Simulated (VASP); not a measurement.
Set up this calculation in VASP 6.6.1, as the native input.

```yaml
Task: single point
Functional: PBE
Potentials_or_basis: VASP PAW PBE potentials, release 64 (Rb_sv, Br)
Cutoff: 520 eV
k_mesh: 4 × 4 × 4
Occupations: gaussian, width 0.01 eV
Spin: no spin polarisation
Dipole_correction: no
Further_INCAR_settings: ALGO = Normal; EDIFF = 1e-06; NBANDS = 15
```

The structure of RbBr lies in POSCAR:

```
RbBr
1.0
    0.0000000000      3.4610545825      3.4610545825
    3.4610545825      0.0000000000      3.4610545825
    3.4610545825      3.4610545825      0.0000000000
Rb Br
1 1
Direct
    0.0000000000      0.0000000000      0.0000000000
    0.5000000000      0.5000000000      0.5000000000
```

These files were run (other wordings do the same):

INCAR

```
  PREC = Accurate
  ENCUT = 520
  EDIFF = 1E-6
  ISMEAR = 0
  SIGMA = 0.01
  LREAL = False
  LASPH = True
  NELM = 80
  ALGO = Normal
  ISIF = 2
  LWAVE = False
  LCHARG = True
  GGA = PE
  LELF = True
  LVHAR = True
  NBANDS = 15
```

KPOINTS

```
Automatic mesh
0
Gamma
  4 4 4
```

Potentials or basis: VASP PAW PBE potentials, release 64 (Rb_sv, Br).

Launch:

```bash
$ cat potpaw_PBE.64/Rb_sv/POTCAR potpaw_PBE.64/Br/POTCAR > POTCAR
$ mpirun -np 1 vasp_std > vasp.out
```

It gave:

```yaml
Pressure: 0.6 GPa
Band_gap_on_the_k_mesh: 4.29 eV
```

Run time: 6 s on 1 thread of Intel(R) Xeon(R) 6975P-C (Granite Rapids), with other jobs on the host, peak memory 0.2 GiB.
